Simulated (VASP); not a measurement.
Hf2Bi, 6 atoms in the cell. It takes space group P4_2/mnm (No. 136, tetragonal). Conventional cell: a = 6.524 Å, b = 6.524 Å, c = 4.082 Å, α = 90.00°, β = 90.00°, γ = 90.00°. Hf (site symmetry m2m) has 3 Bi at 2.73 to 2.78 Å within 3.6 Å. Within 3.6 Å of Bi (site symmetry mmm) lie 6 Hf at 2.73 to 2.78 Å. 

| Quantity | Value |
| --- | --- |
| Program | VASP 6.6.1 |
| Task | single point |
| Functional | PBEsol |
| Potentials or basis | VASP PAW PBE potentials, release 64 (Hf_pv, Bi_d) |
| Cutoff | 520 eV |
| k mesh | 6 × 6 × 10 |
| Occupations | gaussian, width 0.1 eV |
| Spin | no spin polarisation |
| Dipole correction | no |
| Further INCAR settings | ALGO = Normal; EDIFF = 1e-06; NBANDS = 44 |

Potentials or basis: VASP PAW PBE potentials, release 64 (Hf_pv, Bi_d).

Run with:

```bash
$ cat potpaw_PBE.64/Hf_pv/POTCAR potpaw_PBE.64/Bi_d/POTCAR > POTCAR
$ mpirun -np 1 vasp_std > vasp.out
```

Hardware: 1 thread of Intel(R) Xeon(R) Platinum 8488C (Sapphire Rapids) (shared host).

**Question.** Estimate the wall time of this run.

**Answer.** Wall time 6.6 min on 1 thread of Intel(R) Xeon(R) Platinum 8488C (Sapphire Rapids), on a shared host, peak memory 0.5 GiB. Counts: scf iterations 14, k points 60.
